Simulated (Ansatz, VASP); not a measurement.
**One calculation of Si3F, two programs**

```
CELL_PARAMETERS angstrom
0.00000 3.11443 3.11443
3.11443 0.00000 3.11443
3.11443 3.11443 0.00000
ATOMIC_POSITIONS crystal
Si 0.75000 0.75000 0.75000
Si 0.25000 0.25000 0.25000
Si 0.00000 0.00000 0.00000
F 0.50000 0.50000 0.50000
```

Alike in both runs: task relaxation of cell and atoms; functional PBE; k mesh 6 × 6 × 6; occupations gaussian, width 0.1 eV; no spin polarisation.

|  | VASP | Ansatz |
| --- | --- | --- |
| version | VASP 6.6.1 | Ansatz 0.2.0 |
| potentials or method | VASP PAW PBE potentials, release 64 (Si, F), cutoff 600 eV | scalar-relativistic, plane waves, PAW |
| valence electrons in the cell | 19 | 19 |

```tsv
	VASP	Ansatz	Ansatz less VASP
gap on the k mesh at the Fermi level, each at its own relaxed structure (eV)	none	none	-
relaxed volume (Å³/atom)	13.41	13.50	+0.089
relaxed length of the cell vector where the two differ most in proportion (Å)	4.233	4.242	+0.0093
```

A gap of «none» marks a metal or a gap that the smearing closes.
